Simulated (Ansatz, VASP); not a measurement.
One calculation of MoS2, two programs

File INCAR:

```
SYSTEM = MoS2
ALGO     = Normal         ! electronic algorithm
EDIFF    = 1E-6           ! SCF threshold, eV
ENCUT    = 520            ! plane-wave cutoff, eV
GGA      = PS             ! functional
ISIF     = 2              ! what is computed and relaxed
ISMEAR   = -1             ! smearing method
LASPH    = .True.         ! aspherical terms in the spheres
LCHARG   = .False.        ! write CHGCAR
LDAU     = .True.         ! DFT+U
LDAUJ    = 0 0          
LDAUL    = 2 -1           ! shell
LDAUPRINT= 1            
LDAUTYPE = 2            
LDAUU    = 1 0            ! U, eV
LMAXMIX  = 4              ! l up to which the mixer works
LREAL    = .False.        ! projectors in reciprocal space
LWAVE    = .False.        ! write WAVECAR
NBANDS   = 20             ! bands
NELM     = 150            ! most SCF steps
PREC     = Accurate       ! precision mode
SIGMA    = 0.05           ! smearing width, eV
```

File KPOINTS:

```
k-points
0
Gamma
  10 10 10
  0 0 0
```

The input POSCAR:

```
MoS2
1.0
    1.5800000000      0.9122134253      6.1500000000
   -1.5800000000      0.9122134253      6.1500000000
    0.0000000000     -1.8244268506      6.1500000000
Mo S
1 2
Direct
    0.0000000000      0.0000000000      0.0000000000
    0.4170000000      0.4170000000      0.4170000000
    0.2500000000      0.2500000000      0.2500000000
```

File input.yaml:

```yaml
crystal:
  lattice:
    - [1.58, 0.9122134253, 6.15]
    - [-1.58, 0.9122134253, 6.15]
    - [0.0, -1.8244268506, 6.15]
  atoms:
    - { symbol: Mo, position: [0.0, 0.0, 0.0] }
    - { symbol: S, position: [0.417, 0.417, 0.417] }
    - { symbol: S, position: [0.25, 0.25, 0.25] }
hamiltonian:
  xc: pbesol
  pseudopotentials: { kind: paw }
  hubbard: { sites: [{ species: Mo, l: d, u_eff: 1.0 }] }
kpoints:
  mp_grid: { grid: [10, 10, 10] }
scf:
  occupations: { method: fermi_dirac, width: 0.05 }
  n_extra_bands: 7
output:
  forces: true
  stress: true
  eigenvalues: true
  dos: { projected: true, de: 0.05, nscf_kmesh: { grid: [15, 15, 15] } }
  write_density: true
  write_potential: true
  elf: true
  volumetric_format: npy
```

Alike in both runs: functional PBEsol; k mesh 10 × 10 × 10; occupations fermi-dirac, width 0.05 eV; no spin polarisation; Hubbard terms Mo d U = 1.0 eV.

|  | VASP | Ansatz |
| --- | --- | --- |
| version | VASP 6.6.1 | Ansatz 0.2.0 |
| potentials or method | VASP PAW PBE potentials, release 64 (Mo_sv, S) | Ansatz PAW |
| plane-wave cutoff (eV) | 520 | 420 |
| valence electrons in the cell | 26 | 26 |
| task | single point | projected density of states |

```tsv
	VASP	Ansatz	Ansatz less VASP
gap on the k mesh at the Fermi level (eV)	0.93	0.93	-0.003
least direct gap on the mesh (eV)	1.95	1.93	-0.023
pressure (GPa)	0.9	0.3	-0.59
traceless stress, the component that is largest in VASP (GPa)	2.01	1.97	-0.039
rms of the force components (eV/Å)	0.137	0.106	-0.0311
```

VASP's potentials were made for PBE, not for PBEsol. The programs project onto different local orbitals, so the same U acts differently, and such runs can settle in different states. Atom by atom the forces differ by 0.032 eV/Å (rms over components).
